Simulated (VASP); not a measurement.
A run of VASP 6.6.1 is set up as follows.

POSCAR

```
Ir
1.0
    4.4057909224      0.0000000000      0.0000000000
   -2.2028954612      3.8155268626      0.0000000000
    0.0000000000      0.0000000000      2.7210391033
Ir
3
Direct
    1.0000000000      1.0000000000      0.0000000000
    0.3333333333      0.6666666667      0.5000000000
    0.6666666667      0.3333333333      0.5000000000
```

The input INCAR.step1:

```
SYSTEM = Ir
PREC = Accurate
ENCUT = 520
ISMEAR = -1
SIGMA = 0.1
LREAL = .False.
LASPH = .True.
NELM = 80
NBANDS = 20
GGA = PE
ALGO = Normal
EDIFF = 1E-4
LWAVE = .True.
LCHARG = .False.
```

File INCAR.step2:

```
SYSTEM = Ir
PREC = Accurate
ENCUT = 520
EDIFF = 1E-7
ISMEAR = -1
SIGMA = 0.1
LREAL = .False.
LASPH = .True.
NELM = 80
ALGO = Normal
ISIF = 2
LWAVE = .False.
LCHARG = .True.
METAGGA = R2SCAN
LMIXTAU = .True.
LELF = .True.
LVHAR = .True.
NBANDS = 20
ISTART = 1
```

Contents of KPOINTS:

```
regular mesh
0
Gamma
  10 10 13
  0 0 0
```

Potentials or basis: VASP PAW PBE potentials, release 64 (Ir).

Run with:

```sh
$ cat potpaw_PBE.64/Ir/POTCAR > POTCAR
$ cp INCAR.step1 INCAR
$ mpirun -np 1 vasp_std > vasp.out
$ cp INCAR.step2 INCAR
$ mpirun -np 1 vasp_std > vasp.out
```

Q: What does it give for the pressure?

A: -10.5 GPa.

Caveat: the PAW data sets were made with another functional, which shifts forces and pressure a little.
